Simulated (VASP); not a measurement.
Sc, 2 atoms in the cell. It takes space group Fd-3m (No. 227, cubic). The conventional cell has a = 6.044 Å, b = 6.044 Å, c = 6.044 Å, α = 90.00°, β = 90.00°, γ = 90.00°. Sc (site symmetry -43m) has 4 Sc at 2.62 Å within 3.5 Å. This isn't the form of Sc at room conditions, which is hcp.

```yaml
Program: VASP 6.6.1
Task: single point
Functional: PBEsol
Potentials_or_basis: VASP PAW PBE potentials, release 64 (Sc_sv)
Cutoff: 520 eV
k_mesh: 11 × 11 × 11
Occupations: fermi-dirac, width 0.05 eV
Spin: no spin polarisation
Dipole_correction: no
Further_INCAR_settings: ALGO = Normal; EDIFF = 1e-06; NBANDS = 18
```

Potentials or basis: VASP PAW PBE potentials, release 64 (Sc_sv).

Launch:

```console
$ cat potpaw_PBE.64/Sc_sv/POTCAR > POTCAR
$ mpirun -np 1 vasp_std > vasp.out
```

Hardware: 1 thread of Intel Xeon 8259CL, with other jobs on the host.

Task: Estimate the wall time of this run.

Result: Run time: 61 s on 1 thread of Intel Xeon 8259CL, on a shared host, peak memory 0.19 GiB. Counts: scf iterations 12, k points 56.
